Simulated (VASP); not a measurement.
# GeSbTe3 (P6/mmm) in VASP: further runs

GeSbTe3 is run at these levels: PBE; tasks: single point, relaxation of cell and atoms.

Everything below comes from runs of VASP 6.6.1. Logs are shortened: lines on timing, memory, paths and dates and some standing lists are left out, and cuts for length are marked.

## 1. The cell of the first run

Symmetry: P6/mmm, No. 191, hexagonal system. Conventional cell: a = 6.438 Å, b = 6.438 Å, c = 5.438 Å, α = 90.00°, β = 90.00°, γ = 120.00°. Ge (site symmetry 6/mmm) has 2 Sb at 2.72 Å within 3.6 Å. Within 3.6 Å of Sb (site symmetry 6/mmm) lie 2 Ge at 2.72 Å and 6 Te at 3.22 Å. Te (site symmetry mmm) has 4 Te at 3.22 Å and 2 Sb at 3.22 Å and 4 Ge at 4.21 Å within 4.3 Å.

The cell was built from a structure type or drawn by symmetry, and may not be a known phase.

## 2. Single point, PBE

Contents of INCAR:

```
PREC     = Accurate       # precision mode
ENCUT    = 520            # plane-wave cutoff, eV
EDIFF    = 1E-7           # SCF threshold, eV
ISMEAR   = 0              # smearing method
SIGMA    = 0.1            # smearing width, eV
LREAL    = False          # projectors in reciprocal space
LASPH    = True           # aspherical terms in the spheres
NELM     = 100            # most SCF steps
ALGO     = Normal         # electronic algorithm
ISIF     = 2              # what is computed and relaxed
LWAVE    = False          # write WAVECAR
LCHARG   = False          # write CHGCAR
GGA      = PE             # functional
NBANDS   = 26             # bands
```

Contents of KPOINTS:

```
regular mesh
0
Gamma
  6 6 4
```

Contents of POSCAR:

```
GeSbTe3
1.0
    6.4377837724      0.0000000033      0.0000000000
   -3.2188918890      5.5752842893      0.0000000000
    0.0000000000      0.0000000000      5.4381974766
Ge Sb Te
1 1 3
Direct
    0.0000000000      0.0000000000      0.5000000000
    0.0000000000      0.0000000000      0.0000000000
    0.5000000000      0.0000000000      0.0000000000
    0.0000000000      0.5000000000      0.0000000000
    0.5000000000      0.5000000000      0.0000000000
```

Potentials or basis: VASP PAW PBE potentials, release 64 (Ge_d, Sb, Te).

Launch:

```bash
$ cat potpaw_PBE.64/Ge_d/POTCAR potpaw_PBE.64/Sb/POTCAR potpaw_PBE.64/Te/POTCAR > POTCAR
$ mpirun -np 1 vasp_std > vasp.out
```

OUTCAR:

```text
PREC = Accurate
   ENCUT = 520
   EDIFF = 1E-7
   ISMEAR = 0
   LREAL = False
   LASPH = True
   NELM = 100
   ISIF = 2
   GGA = PE

 ion  position               nearest neighbor table
   1  0.000  0.000  0.500-   2 2.72   2 2.72
   2  0.000  0.000  0.000-   1 2.72   1 2.72   4 3.22   4 3.22   3 3.22   3 3.22   5 3.22   5 3.22

   3  0.500  0.000  0.000-   5 3.22   5 3.22   2 3.22   2 3.22   4 3.22   4 3.22
   4  0.000  0.500  0.000-   2 3.22   2 3.22   5 3.22   5 3.22   3 3.22   3 3.22
   5  0.500  0.500  0.000-   3 3.22   3 3.22   4 3.22   4 3.22   2 3.22   2 3.22

  LATTYP: Found a hexagonal cell.
 ALAT       =     6.4377837724
 C/A-ratio  =     0.8447313033

  Lattice vectors:

 A1 = (   6.4377837724,   0.0000000033,   0.0000000000)
 A2 = (  -3.2188918890,   5.5752842893,   0.0000000000)
 A3 = (   0.0000000000,   0.0000000000,   5.4381974766)

Analysis of symmetry for initial positions (statically):
=====================================================================
 Subroutine PRICEL returns:
 Original cell was already a primitive cell.

 Routine SETGRP: Setting up the symmetry group for a
 hexagonal supercell.

 Subroutine GETGRP returns: Found 24 space group operations
 (whereof 24 operations were pure point group operations)
 out of a pool of 24 trial point group operations.

The static configuration has the point symmetry D_6h.

Analysis of symmetry for dynamics (positions and initial velocities):
=====================================================================
 Subroutine PRICEL returns:
 Original cell was already a primitive cell.

 Routine SETGRP: Setting up the symmetry group for a
 hexagonal supercell.

 Subroutine GETGRP returns: Found 24 space group operations
 (whereof 24 operations were pure point group operations)
 out of a pool of 24 trial point group operations.

The dynamic configuration has the point symmetry D_6h.

 Subroutine INISYM returns: Found 24 space group operations
 (whereof 24 operations are pure point group operations),
 and found     1 'primitive' translations

----------------------------------------------------------------------------------------

                                     Primitive cell

  volume of cell :     195.1904

  direct lattice vectors                    reciprocal lattice vectors
     6.437783772  0.000000003  0.000000000     0.155332959  0.089681526  0.000000000
    -3.218891889  5.575284289  0.000000000    -0.000000000  0.179363051  0.000000000
     0.000000000  0.000000000  5.438197477     0.000000000  0.000000000  0.183884459

  length of vectors
     6.437783772  6.437783772  5.438197477     0.179363051  0.179363051  0.183884459

  position of ions in fractional coordinates (direct lattice)
     0.000000000  0.000000000  0.500000000
     0.000000000  0.000000000  0.000000000
     0.500000000  0.000000000  0.000000000
     0.000000000  0.500000000  0.000000000
     0.500000000  0.500000000  0.000000000

  ion indices of the primitive-cell ions
   primitive index   ion index
                 1           1
                 2           2
                 3           3
                 4           4
                 5           5

----------------------------------------------------------------------------------------

 KPOINTS: regular mesh

Automatic generation of k-mesh.
 Grid dimensions read from file:
 generate k-points for:    6    6    4

 Generating k-lattice:

  Cartesian coordinates                     Fractional coordinates (reciprocal lattice)
     0.025888826  0.014946921  0.000000000     0.166666667  0.000000000  0.000000000
    -0.000000000  0.029893842  0.000000000     0.000000000  0.166666667  0.000000000
     0.000000000  0.000000000  0.045971115     0.000000000  0.000000000  0.250000000

  Length of vectors
     0.029893842  0.029893842  0.045971115

  Shift w.r.t. Gamma in fractional coordinates (k-lattice)
     0.000000000  0.000000000  0.000000000

 Subroutine IBZKPT returns following result:
 ===========================================

 Found     21 irreducible k-points:

 Following reciprocal coordinates:
            Coordinates               Weight
  0.000000  0.000000  0.000000      1.000000
  0.166667  0.000000  0.000000      6.000000
  0.333333  0.000000  0.000000      6.000000
  0.500000  0.000000  0.000000      3.000000
  0.166667  0.166667  0.000000      6.000000
  0.333333  0.166667  0.000000     12.000000
[... 13 lines left out ...]
  0.333333  0.166667  0.500000     12.000000
  0.333333  0.333333  0.500000      2.000000
   k-points           NKPTS =     21   k-points in BZ     NKDIM =     21   number of bands    NBANDS=     26
   number of dos      NEDOS =    301   number of ions     NIONS =      5
   total plane-waves  NPLWV =  92160
   dimension x,y,z NGX =    48 NGY =   48 NGZ =   40
   dimension x,y,z NGXF=    96 NGYF=   96 NGZF=   80
   ions per type =               1   1   3
   NGX,Y,Z   is equivalent  to a cutoff of  12.40, 12.40, 12.23 a.u.
   NGXF,Y,Z  is equivalent  to a cutoff of  24.79, 24.79, 24.46 a.u.
 SYSTEM =  unknown system
   PREC   = accura    normal or accurate (medium, high low for compatibility)
   ISTART =      0    job   : 0-new  1-cont  2-samecut
   ICHARG =      2    charge: 1-file 2-atom 10-const
   ISPIN  =      1    spin polarized calculation?
   LNONCOLLINEAR =      F non collinear calculations
   LSORBIT =      F    spin-orbit coupling
   LASPH  =      T    aspherical Exc in radial PAW
   ENCUT  =  520.0 eV  38.22 Ry    6.18 a.u.  11.97 11.97 10.11*2*pi/ulx,y,z
   NELM   =    100;   NELMIN=  2; NELMDL= -5     # of ELM steps
   EDIFF  = 0.1E-06   stopping-criterion for ELM
   LREAL  =      F    real-space projection
   EDIFFG = 0.1E-05   stopping-criterion for IOM
   NSW    =      0    number of steps for IOM
   IBRION =     -1    ionic relax: 0-MD 1-quasi-New 2-CG
   NFREE  =      0    steps in history (QN), initial steepest desc. (CG)
   ISIF   =      2    stress and relaxation
   ISYM   =      2    0-nonsym 1-usesym 2-fastsym
   POTIM  = 0.5000    time-step for ionic-motion
   TEBEG  =    0.0;   TEEND  =   0.0 temperature during run
   PSTRESS=    0.0 pullay stress
   NELECT =      37.0000    total number of electrons
   NUPDOWN=      -1.0000    fix difference up-down
   EMIN   =  10.00;   EMAX   =-10.00  energy-range for DOS
   EFERMI =   0.00;   METHOD = LEGACY
   ISMEAR =     0;   SIGMA  =   0.10  broadening in eV -4-tet -1-fermi 0-gaus
   EFERMI_NEDOS =   21; number of points for ismear=-14 and -15
   IALGO  =     38    algorithm
   IMIX   =      4    mixing-type and parameters
     AMIX     =   0.40;   BMIX     =  1.00
     AMIX_MAG =   1.60;   BMIX_MAG =  1.00
  volume/ion in A,a.u.               =      39.04       263.44
  Fermi-wavevector in a.u.,A,eV,Ry     =   0.940422  1.777139 12.032895  0.884393
  Thomas-Fermi vector in A             =   2.067832
   LORBIT       =      0    0 simple, 1 ext, 2 COOP (PROOUT), +10 PAW based schemes
   GGA     = PE    functional components
   LHFCALC =     F    Hartree Fock is set to
   AEXX    =    0.0000 exact exchange contribution
   IVDW    =     0    specifies the selected vdW correction
   LEPSILON=     F    determine dielectric tensor
   LRPA    =     F    only Hartree local field effects (RPA)
 non-spin polarized calculation
 Gauss-broadening in eV      SIGMA  =   0.10
  energy-cutoff  :      520.00
  volume of cell :      195.19
 maximum number of plane-waves:      5284
 NGX is ok and might be reduce to    48
   NGX = 23   NGY = 23   NGZ = 21

 number of electron      37.0000002 magnetization

 Free energy of the ion-electron system (eV)
  ---------------------------------------------------
  ext. energy  EPLUGINS =         0.00000000
  ---------------------------------------------------
  free energy    TOTEN  =       -15.33205627 eV

  energy without entropy =      -15.31210386  energy(sigma->0) =      -15.32208007

 E-fermi :   3.6121     XC(G=0):  -8.0907

 val. band max:        3.5835257339   @ k =   0.0000   0.0000   0.2500
 cond. band min:       3.6251230729   @ k =   0.3333   0.1667   0.2500
 fundamental gap:      0.0415973389
 Fermi energy:         3.6120821163

 k-point     1 :       0.0000    0.0000    0.0000
  band No.  band energies     occupation
      1     -21.9171      2.00000
      2     -21.9171      2.00000
      3     -21.8294      2.00000
      4     -21.8294      2.00000
      5     -21.8205      2.00000
      6      -9.1983      2.00000
[... 18 lines left out ...]
     25       7.9308      0.00000
     26       8.3189      0.00000

 k-point     2 :       0.1667    0.0000    0.0000
  band No.  band energies     occupation
      1     -21.9171      2.00000
      2     -21.9171      2.00000
      3     -21.8294      2.00000
      4     -21.8294      2.00000
      5     -21.8205      2.00000
      6      -9.0750      2.00000
[... 18 lines left out ...]
     25       8.0139      0.00000
     26       8.1551      0.00000

 k-point     3 :       0.3333    0.0000    0.0000
  band No.  band energies     occupation
      1     -21.9171      2.00000
      2     -21.9171      2.00000
      3     -21.8294      2.00000
      4     -21.8294      2.00000
      5     -21.8205      2.00000
      6      -8.7099      2.00000
[... 18 lines left out ...]
     25       8.1196      0.00000
     26       8.7153      0.00000

 k-point     4 :       0.5000    0.0000    0.0000
  band No.  band energies     occupation
      1     -21.9171      2.00000
      2     -21.9171      2.00000
      3     -21.8294      2.00000
      4     -21.8294      2.00000
      5     -21.8205      2.00000
      6      -8.1680      2.00000
[... 18 lines left out ...]
     25       8.3310      0.00000
     26       9.1155      0.00000

 k-point     5 :       0.1667    0.1667    0.0000
  band No.  band energies     occupation
      1     -21.9171      2.00000
      2     -21.9171      2.00000
      3     -21.8294      2.00000
      4     -21.8294      2.00000
      5     -21.8205      2.00000
      6      -8.8307      2.00000
[... 18 lines left out ...]
     25       8.0225      0.00000
     26       8.4550      0.00000

 k-point     6 :       0.3333    0.1667    0.0000
  band No.  band energies     occupation
      1     -21.9171      2.00000
      2     -21.9171      2.00000
      3     -21.8294      2.00000
      4     -21.8294      2.00000
      5     -21.8205      2.00000
      6      -8.3540      2.00000
[... 340 lines left out ...]
 k-point    18 :       0.5000    0.0000    0.5000
  band No.  band energies     occupation
      1     -21.9171      2.00000
      2     -21.9171      2.00000
      3     -21.8298      2.00000
      4     -21.8298      2.00000
      5     -21.8214      2.00000
      6      -8.1419      2.00000
[... 18 lines left out ...]
     25       6.6283      0.00000
     26       8.7671      0.00000

 k-point    19 :       0.1667    0.1667    0.5000
  band No.  band energies     occupation
      1     -21.9171      2.00000
      2     -21.9171      2.00000
      3     -21.8298      2.00000
      4     -21.8298      2.00000
      5     -21.8214      2.00000
      6      -8.7291      2.00000
[... 18 lines left out ...]
     25       7.1190      0.00000
     26       8.7229      0.00000

 k-point    20 :       0.3333    0.1667    0.5000
  band No.  band energies     occupation
      1     -21.9171      2.00000
      2     -21.9171      2.00000
      3     -21.8298      2.00000
      4     -21.8298      2.00000
      5     -21.8214      2.00000
      6      -8.2643      2.00000
[... 18 lines left out ...]
     25       6.1596      0.00000
     26       8.9597      0.00000

 k-point    21 :       0.3333    0.3333    0.5000
  band No.  band energies     occupation
      1     -21.9171      2.00000
      2     -21.9171      2.00000
      3     -21.8298      2.00000
      4     -21.8298      2.00000
      5     -21.8214      2.00000
      6      -7.7948      2.00000
[... 18 lines left out ...]
     25       5.6460      0.00000
     26       9.3004      0.00000

------------------------ aborting loop because EDIFF is reached ----------------------------------------

  FORCE on cell =-STRESS in cart. coord.  units (eV):
  Direction    XX          YY          ZZ          XY          YZ          ZX
  --------------------------------------------------------------------------------------
  -------------------------------------------------------------------------------------
  Total       -0.0064018     -0.0064018      0.0001329     -0.0000000     -0.0000000      0.0000000
  in kB       -0.0525479     -0.0525479      0.0010909     -0.0000000     -0.0000000      0.0000000
  external PRESSURE =      -0.0346683 kB  Pullay stress =       0.0000000 kB

 VOLUME and BASIS-vectors are now :
 -----------------------------------------------------------------------------
  energy-cutoff  :      520.00
  volume of cell :      195.19
      direct lattice vectors                 reciprocal lattice vectors
     6.437783772  0.000000003  0.000000000     0.155332959  0.089681526  0.000000000
    -3.218891889  5.575284289  0.000000000    -0.000000000  0.179363051  0.000000000
     0.000000000  0.000000000  5.438197477     0.000000000  0.000000000  0.183884459

 POSITION                                       TOTAL-FORCE (eV/Angst)
 -----------------------------------------------------------------------------------
      0.00000      0.00000      2.71910         0.000000      0.000000      0.000000
      0.00000      0.00000      0.00000         0.000000      0.000000      0.000000
      3.21889      0.00000      0.00000         0.000000      0.000000      0.000000
     -1.60945      2.78764      0.00000         0.000000      0.000000      0.000000
      1.60945      2.78764      0.00000        -0.000000      0.000000      0.000000
 -----------------------------------------------------------------------------------
    total drift:                               -0.000000      0.000000      0.000000

  FREE ENERGIE OF THE ION-ELECTRON SYSTEM (eV)
  ---------------------------------------------------
  free  energy   TOTEN  =       -15.3320562695 eV

  energy  without entropy=      -15.3121038619  energy(sigma->0) =      -15.32208007
```

Wall time 50 s (1 thread of Intel Xeon 6975P-C (Granite Rapids), shared host); peak memory 0.35 GiB.

What came out:

| Item | Value |
| --- | --- |
| Free energy | -15.3321 eV |
| Pressure | 0.0 GPa |
| Band gap on the k mesh | zero (an odd number of electrons rules out a gap without spin polarisation) |

Levels at points of the mesh, in eV from the Fermi level:
```csv
k point,band 15,band 16,band 17,band 18,band 19,band 20,band 21,band 22
"(0.00, 0.00, 0.00)",-1.76,-0.26,-0.26,0.32,0.32,1.30,2.08,2.08
"(0.50, 0.00, 0.00)",-1.75,-1.75,-1.16,-0.98,-0.91,-0.39,0.47,1.06
"(0.00, 0.00, 0.50)",-0.63,-0.63,-0.36,-0.36,1.32,1.56,1.69,1.75
"(0.50, 0.00, 0.50)",-1.61,-1.47,-1.35,-1.06,-0.63,0.74,0.84,1.47
```

Caveat: spin-orbit coupling is left out, which moves the levels of the heavy elements.

## 3. Relaxation of cell and atoms, PBE

This run uses another cell than the first one, of 37.53 Å³/atom.

Contents of INCAR:

```
ALGO = Normal
EDIFF = 1E-6
EDIFFG = -0.04
ENCUT = 600
GGA = PE
IBRION = 2
ISIF = 3
ISMEAR = 0
LASPH = T
LCHARG = F
LREAL = F
LWAVE = F
NELM = 100
NSW = 90
PREC = Accurate
SIGMA = 0.1
```

Contents of KPOINTS:

```
k-points
0
Gamma
  6 6 4
```

Edit POSCAR of step 2 so:

```diff
@@ -2,5 +2,5 @@
 1.0
-    6.4377837724      0.0000000033      0.0000000000
-   -3.2188918890      5.5752842893      0.0000000000
-    0.0000000000      0.0000000000      5.4381974766
+    5.6584868500      0.0000000000      0.0000000000
+   -2.8292434300      4.9003933600      0.0000000000
+    0.0000000000      0.0000000000      6.7673330900
 Ge Sb Te
```

Potentials or basis: VASP PAW PBE potentials, release 64 (Ge_d, Sb, Te).

Launch:

```bash
$ cat potpaw_PBE.64/Ge_d/POTCAR potpaw_PBE.64/Sb/POTCAR potpaw_PBE.64/Te/POTCAR > POTCAR
$ mpirun -np 1 vasp_std > vasp.out
```

Run time: 10 min. Hardware: 1 thread of Intel Xeon 6975P-C (Granite Rapids), shared host; peak memory 0.45 GiB.

It converged, with:

```yaml
Free_energy: -15.3309 eV
Relaxed_volume: 39.03 Å³/atom
Relaxed_cell: a = 6.437 Å, b = 6.437 Å, c = 5.437 Å, α = 90.00°, β = 90.00°, γ = 120.00°
Space_group_after_relaxing_to_0.1_Å: P6/mmm (No. 191)
Energy_gained_by_relaxing: 851.9 meV/atom
Ionic_steps: 15
Pressure_after_relaxing: 0.0 GPa
Band_gap_on_the_k_mesh: zero (an odd number of electrons rules out a gap without spin polarisation)
```

Step by step:
```
step  energy change (eV)  largest force (eV/Å)  pressure (GPa)  volume (Å³)
   1              0.0000                0.0000           14.65       187.65
   2             -2.1254                0.0000           -5.19       288.29
   3             -3.3081                0.0000           -2.18       238.13
   4             -3.3087                0.0000           -2.07       237.08
   5             -3.7834                0.0000           -1.93       222.04
   6             -3.3482                0.0000            4.06       176.41
   7             -4.1180                0.0000           -1.45       209.37
   8             -4.1602                0.0000            0.70       190.15
   9             -4.2462                0.0000           -0.76       200.35
  10             -4.2533                0.0000           -0.46       197.71
  11             -4.2530                0.0000           -0.54       198.50
  12             -4.2576                0.0000            0.13       194.57
  13             -4.2590                0.0000           -0.07       195.80
  14             -4.2590                0.0000           -0.11       195.87
  15             -4.2596                0.0000            0.00       195.13
```

Final structure:
```yaml
crystal:
  lattice:
    - [6.43721, 0.00000, 0.00000]
    - [-3.21861, 5.57479, 0.00000]
    - [0.00000, 0.00000, 5.43747]
  atoms:
    - { symbol: Ge, position: [0.00000, 0.00000, 0.50000] }
    - { symbol: Sb, position: [0.00000, 0.00000, 0.00000] }
    - { symbol: Te, position: [0.50000, 0.00000, 0.00000] }
    - { symbol: Te, position: [0.00000, 0.50000, 0.00000] }
    - { symbol: Te, position: [0.50000, 0.50000, 0.00000] }
```

Levels at points of the mesh, in eV from the Fermi level:
```csv
k point,band 14,band 15,band 16,band 17,band 18,band 19,band 20,band 21,band 22
"(0.00, 0.00, 0.00)",-4.49,-1.76,-0.26,-0.26,0.32,0.32,1.30,2.08,2.08
"(0.50, 0.00, 0.00)",-1.99,-1.75,-1.75,-1.16,-0.98,-0.91,-0.39,0.47,1.06
"(0.00, 0.00, 0.50)",-2.73,-0.63,-0.63,-0.36,-0.36,1.32,1.56,1.69,1.75
"(0.50, 0.00, 0.50)",-1.71,-1.61,-1.47,-1.35,-1.06,-0.63,0.74,0.84,1.47
```

Caveat: a cell axis changed by over 15 % at a fixed basis, so the end point is rough; spin-orbit coupling is left out, which moves the levels of the heavy elements.
